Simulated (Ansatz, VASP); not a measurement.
## Two plane-wave programs on CdO

Contents of POSCAR:

```
CdO
1.0
    0.0000000000      2.3900000000      2.3900000000
    2.3900000000      0.0000000000      2.3900000000
    2.3900000000      2.3900000000      0.0000000000
Cd O
1 1
Direct
    0.0000000000      0.0000000000      0.0000000000
    0.5000000000      0.5000000000      0.5000000000
```

Contents of INCAR.step1:

```
PREC     = Accurate       # precision mode
ENCUT    = 520            # plane-wave cutoff, eV
EDIFF    = 1E-5           # SCF threshold, eV
ISMEAR   = -1             # smearing method
SIGMA    = 0.02           # smearing width, eV
LREAL    = False          # projectors in reciprocal space
LASPH    = True           # aspherical terms in the spheres
NELM     = 120            # most SCF steps
ALGO     = Normal         # electronic algorithm
ISIF     = 2              # what is computed and relaxed
LWAVE    = True           # write WAVECAR
LCHARG   = False          # write CHGCAR
NBANDS   = 16             # bands
GGA      = PE             # functional
GGA_COMPAT= False
```

File INCAR.step2:

```
PREC     = Accurate       # precision mode
ENCUT    = 520            # plane-wave cutoff, eV
EDIFF    = 1E-6           # SCF threshold, eV
ISMEAR   = -1             # smearing method
SIGMA    = 0.02           # smearing width, eV
LREAL    = False          # projectors in reciprocal space
LASPH    = True           # aspherical terms in the spheres
NELM     = 120            # most SCF steps
ALGO     = Normal         # electronic algorithm
ISIF     = 2              # what is computed and relaxed
LWAVE    = False          # write WAVECAR
LCHARG   = False          # write CHGCAR
GGA      = PE             # functional
LHFCALC  = True           # exact exchange
HFSCREEN = 0.2079         # screening, 1/A
PRECFOCK = Normal       
NBANDS   = 16             # bands
ISTART   = 1            
GGA_COMPAT= False
```

Contents of KPOINTS:

```
regular mesh
0
Gamma
  6 6 6
```

Input for Ansatz:

```yaml
crystal:
  lattice:
    - [0, 2.39, 2.39]
    - [2.39, 0, 2.39]
    - [2.39, 2.39, 0]
  atoms:
    - { symbol: Cd, position: [0, 0, 0] }
    - { symbol: O, position: [0.5, 0.5, 0.5] }
kpoints:
  mp_grid: { grid: [6, 6, 6] }
hamiltonian:
  xc: hse06
  pseudopotentials:
    kind: paw
    azcp:
      Cd: "pseudopotentials/pbe/paw/ansatz_paw_generated_hard_1/Cd.paw.azcp"
      O: "pseudopotentials/pbe/paw/ansatz_paw_generated_hard_1/O.paw.azcp"
scf:
  occupations: { method: fermi_dirac, width: 0.02 }
  convergence: { dr2_threshold: "1e-10 eV" }
  exx: { energy_threshold: "2e-8 eV", singularity: regularized }
  n_bands: 29
output:
  forces: true
  stress: true
  eigenvalues: true
```

Alike in both runs: task single point; functional HSE06; k mesh 6 × 6 × 6; occupations fermi-dirac, width 0.02 eV; no spin polarisation.

```csv
,VASP,Ansatz
version,VASP 6.6.1,Ansatz 0.2.0 development build
potentials or method,"VASP PAW PBE potentials, release 64 (Cd, O)","plane waves, PAW datasets (generated hard set"
plane-wave cutoff (eV),520,700
valence electrons in the cell,18,26
```

|  | VASP | Ansatz | Ansatz less VASP |
| --- | --- | --- | --- |
| gap on the k mesh at the Fermi level (eV) | 0.75 | 0.78 | +0.030 |

VASP's potentials hold 18 valence electrons a cell and Ansatz's 26, so a difference there can come from the potentials and not from the codes.
